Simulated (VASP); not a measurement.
Write the native input for VASP 6.6.1 that does the following.

```
Task                   : single point
Functional             : LDA
Potentials or basis    : VASP PAW LDA potentials, release 64 (Ta_pv)
Cutoff                 : 520 eV
k mesh                 : 2 × 2 × 14
Occupations            : fermi-dirac, width 0.01 eV
Spin                   : no spin polarisation
Dipole correction      : no
Further INCAR settings : ALGO = Normal; EDIFF = 1e-07; NBANDS = 30
```

The structure of Ta lies in POSCAR:

```
Ta
1.0
   22.7091110000     -0.2838638875     -0.2838638875
   -0.2838638875     22.7091110000     -0.2838638875
   -0.0297160000     -0.0297160000      2.3772800000
Ta
4
Direct
    0.3186290000      0.8186290000      0.0000000000
    0.6813710000      0.1813710000      0.0000000000
    0.1813710000      0.3186290000      0.0000000000
    0.8186290000      0.6813710000      0.0000000000
```

One way to write it, as run:

INCAR

```
PREC = Accurate
ENCUT = 520
EDIFF = 1E-7
ISMEAR = -1
SIGMA = 0.01
LREAL = False
LASPH = True
NELM = 100
ALGO = Normal
ISIF = 2
LWAVE = False
LCHARG = False
GGA = CA
NBANDS = 30
```

KPOINTS

```
Automatic mesh
0
Gamma
  2 2 14
```

Potentials or basis: VASP PAW LDA potentials, release 64 (Ta_pv).

Launch:

```bash
$ cat potpaw_LDA.64/Ta_pv/POTCAR > POTCAR
$ mpirun -np 1 vasp_std > vasp.out
```

Results of the run:

```yaml
Band_gap_on_the_k_mesh: zero (bands 22 and 23 overlap by 2.61 eV)
```

Caveat: spin-orbit coupling is left out, which moves the levels of the heavy elements.

Wall time 22 min on 1 thread of Intel(R) Xeon(R) 6975P-C (Granite Rapids), on a shared host, peak memory 1.1 GiB.
